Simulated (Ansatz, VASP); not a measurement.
One calculation of As, two programs

The input INCAR:

```
SYSTEM = As
PREC     = Accurate       ! precision mode
ENCUT    = 520            ! plane-wave cutoff, eV
EDIFF    = 1E-7           ! SCF threshold, eV
ISMEAR   = 0              ! smearing method
SIGMA    = 0.02           ! smearing width, eV
LREAL    = .False.        ! projectors in reciprocal space
LASPH    = .True.         ! aspherical terms in the spheres
NELM     = 80             ! most SCF steps
ALGO     = Normal         ! electronic algorithm
ISIF     = 2              ! what is computed and relaxed
LWAVE    = .False.        ! write WAVECAR
LCHARG   = .True.         ! write CHGCAR
LDIPOL   = .True.       
IDIPOL   = 3            
DIPOL    = 0.5 0.5 0.500
GGA      = PE             ! functional
IVDW     = 12             ! dispersion correction
LELF     = .True.         ! ELF
LVHAR    = .True.       
LVACPOTAV= .True.       
NBANDS   = 12             ! bands
```

KPOINTS

```
Automatic mesh
0
Gamma
  9 9 1
  0 0 0
```

POSCAR

```
As
1.0
    3.4060000000      0.0000000000      0.0000000000
   -1.7030000000      2.9496825253      0.0000000000
    0.0000000000      0.0000000000     28.5742413766
As
2
Direct
    0.3333333333      0.6666666667      0.4947680151
    0.6666666667      0.3333333333      0.5052319849
```

Input for Ansatz:

```yaml
crystal:
  lattice:
    - [3.406, 0.0, 0.0]
    - [-1.703, 2.9496825253, 0.0]
    - [0.0, 0.0, 28.5742413766]
  atoms:
    - { symbol: As, position: [0.3333333333, 0.6666666667, 0.4947680151] }
    - { symbol: As, position: [0.6666666667, 0.3333333333, 0.5052319849] }
  periodic: [true, true, false]
basis:
  ecutwfc: 420
kpoints:
  mp_grid: { grid: [9, 9, 1] }
hamiltonian:
  xc: pbe
  dispersion: d3bj
scf:
  occupations: { method: gaussian, width: 0.02 }
output:
  forces: true
  stress: true
  eigenvalues: true
```

Alike in both runs: task single point; functional PBE; dispersion D3(BJ); k mesh 9 × 9 × 1; occupations gaussian, width 0.02 eV; no spin polarisation.

|  | VASP | Ansatz |
| --- | --- | --- |
| version | VASP 6.6.1 | Ansatz 0.2.0 |
| potentials or method | VASP PAW PBE potentials, release 64 (As), cutoff 520 eV | scalar-relativistic, plane waves, PAW |
| valence electrons in the cell | 10 | 30 |

Ansatz gave:

```
gap on the k mesh at the Fermi level (eV)  : none
rms of the force components (eV/Å)         : 2.641
work function, face that differs most (eV) : 3.26
```

Question: Estimate VASP's values.

Answer: gap on the k mesh at the Fermi level (eV): none; rms of the force components (eV/Å): 2.673; work function, face that differs most (eV): 3.21.

Atom by atom the forces differ by 0.032 eV/Å (rms over components). A gap of «none» marks a metal or a gap that the smearing closes. VASP's potentials hold 10 valence electrons a cell and Ansatz's 30, so a difference there can come from the potentials and not from the codes.
